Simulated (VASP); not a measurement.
Se: electric field gradients with PBEsol

Se:

```xyz
3
Lattice="4.4535 0.0000 0.0000 -2.2268 3.8569 0.0000 0.0000 0.0000 4.9536" Properties=species:S:1:pos:R:3 pbc="T T T"
Se    1.0038    0.0000    1.6512
Se   -0.5019    0.8693    3.3024
Se    1.7248    2.9875    0.0000
```

This cell differs from its parent crystal: equal xx and yy strain of +2 %.

```yaml
Program: VASP 6.6.1
Task: electric field gradients
Functional: PBEsol
Potentials_or_basis: VASP PAW PBE potentials, release 64 (Se)
Cutoff: 520 eV
k_mesh: 6 × 6 × 5
Occupations: fermi-dirac, width 0.03 eV
Spin: no spin polarisation
Dipole_correction: no
Further_INCAR_settings: ALGO = Normal; EDIFF = 1e-08; NBANDS = 16
```

The pressure is -1.4 GPa. The largest force is 0.052 eV/Å. The band gap on the k mesh is 1.23 eV, indirect (least direct gap 1.53 eV).

Forces on the atoms (eV/Å):
```
Se  -0.052  0.000  0.000
Se   0.026 -0.045  0.000
Se   0.026  0.045  0.000
```

Stress tensor (GPa, compression positive):
```
-1.70  0.00  0.00
 0.00 -1.70  0.00
 0.00  0.00 -0.67
```

Levels at points of the mesh, in eV from the valence-band top:
```tsv
k point	band 6	band 7	band 8	band 9	band 10	band 11	band 12	band 13
(0.00, 0.00, 0.00)	-3.58	-1.86	-1.86	-0.27	1.95	1.95	2.17	5.99
(0.50, 0.00, 0.00)	-3.23	-2.66	-1.61	-0.82	1.99	2.35	4.01	5.37
```

Electric field gradients, principal values (V/Å²):
```csv
atom,least,middle,greatest (by size)
1 Se,173.364,329.957,-503.321
2 Se,173.364,329.957,-503.321
3 Se,173.364,329.956,-503.321
```

Run time: 53 s on 1 thread of Intel Xeon 6975P-C, on a shared host, peak memory 0.22 GiB.

Caveat: the cell differs from its parent crystal (equal xx and yy strain of +2 %); without QUAD_EFG the Cq values of the log hold for a quadrupole moment of 1 mb, not for the nuclei; the PAW data sets were made with another functional, which shifts forces and pressure a little. A k mesh can miss the band edges.
